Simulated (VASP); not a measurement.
# P: single point with PBEsol+D4

Crystal: P.

```
P
1.0
     3.80663    0.00000    0.00000
     2.15955    3.13477    0.00000
     2.15955    1.13468    2.92221
P
2
Direct
  0.77292 0.77292 0.77292
  0.22708 0.22708 0.22708
```

This cell differs from its parent crystal: volume scaled by 1.08.

* Program: VASP 6.6.1
* Task: single point
* Functional: PBEsol
* Dispersion: D4
* Potentials or basis: VASP PAW PBE potentials, release 64 (P)
* Cutoff: 520 eV
* k mesh: 9 × 9 × 9
* Occupations: tetrahedron
* Spin: collinear spin, ferromagnetic start
* Starting moments: [-0.42, -0.25] μB

* Pressure: -9.4 GPa
* Largest force: 0.278 eV/Å
* Band gap on the k mesh: zero (filled and empty bands overlap)
* Net moment: 0.00 μB per cell
* Valence electrons inside the program's atomic spheres: P 2.38
* Dispersion energy per atom: -0.240 eV

Forces on the atoms (eV/Å):
```
P    0.235  0.123  0.084
P   -0.235 -0.123 -0.084
```

Stress tensor (GPa, compression positive):
```
-9.19  0.17  0.11
 0.17 -9.42  0.06
 0.11  0.06 -9.47
```

Levels at points of the mesh, in eV from the Fermi level:
Spin up:
| k point | band 2 | band 3 | band 4 | band 5 | band 6 | band 7 | band 8 | band 9 |
| --- | --- | --- | --- | --- | --- | --- | --- | --- |
| (0.00, 0.00, 0.00) | -4.10 | -2.93 | -2.73 | -2.73 | 1.28 | 2.55 | 2.55 | 5.79 |
Spin down:
```
           k point  band 2  band 3  band 4  band 5  band 6  band 7  band 8  band 9
(0.00, 0.00, 0.00)   -4.10   -2.93   -2.73   -2.73    1.28    2.55    2.55    5.79
```

Wall time 80 s on 1 thread of AMD EPYC 7R13 Processor (Zen 3) (shared host), peak memory 0.17 GiB.

Caveat: the PAW data sets were made with another functional, which shifts forces and pressure a little; pairwise dispersion overbinds metals, which lowers pressure and volume; tetrahedron occupations give inexact forces and stress in metals.
